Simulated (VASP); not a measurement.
**TiO2: single point with PBEsol**

The system is TiO2.

```
CELL_PARAMETERS angstrom
-1.88485 1.88485 4.77790
1.88485 -1.88485 4.77790
1.88485 1.88485 -4.77790
ATOMIC_POSITIONS crystal
Ti 0.00000 0.00000 0.00000
Ti 0.75000 0.25000 0.50000
O 0.20747 0.20747 0.00000
O 0.95747 0.45747 0.50000
O 0.54253 0.04253 0.50000
O 0.79253 0.79253 0.00000
```

```json
{"Program": "VASP 6.6.1", "Task": "single point", "Functional": "PBEsol", "Potentials or basis": "VASP PAW PBE potentials, release 64 (Ti_sv, O)", "Cutoff": "600 eV", "k mesh": "10 × 10 × 10", "Occupations": "gaussian, width 0.02 eV", "Spin": "no spin polarisation"}
```

The pressure is 0.5 GPa, the largest force is 0.020 eV/Å and the band gap on the k mesh is 2.10 eV (least direct gap 2.42 eV).

Forces in eV/Å, atoms in the order of the input:
```
Ti   0.000  0.000  0.000
Ti   0.000  0.000  0.000
O    0.000  0.000  0.020
O    0.000  0.000  0.020
O    0.000  0.000 -0.020
O    0.000  0.000 -0.020
```

Stress tensor (GPa, compression positive):
```
0.43 0.00 0.00
0.00 0.43 0.00
0.00 0.00 0.52
```

Levels at points of the mesh, in eV from the valence-band top:
| k point | band 21 | band 22 | band 23 | band 24 | band 25 | band 26 | band 27 | band 28 |
| --- | --- | --- | --- | --- | --- | --- | --- | --- |
| (0.00, 0.00, 0.00) | -0.77 | -0.77 | -0.46 | -0.46 | 2.10 | 2.85 | 4.05 | 4.05 |
| (0.50, 0.00, 0.00) | -1.98 | -0.96 | -0.83 | -0.64 | 3.26 | 3.58 | 3.59 | 3.67 |
| (0.50, 0.50, 0.00) | -2.08 | -2.08 | -0.04 | -0.04 | 3.34 | 3.34 | 3.84 | 3.84 |
| (0.50, 0.50, 0.50) | -1.26 | -1.26 | -0.10 | -0.10 | 2.46 | 2.46 | 3.81 | 3.81 |

It took 15 min on 1 thread of Oxide Virtual Turin-like Processor (shared host), peak memory 0.43 GiB.

Caveat: the PAW data sets were made with another functional, which shifts forces and pressure a little. A k mesh can miss the band edges.
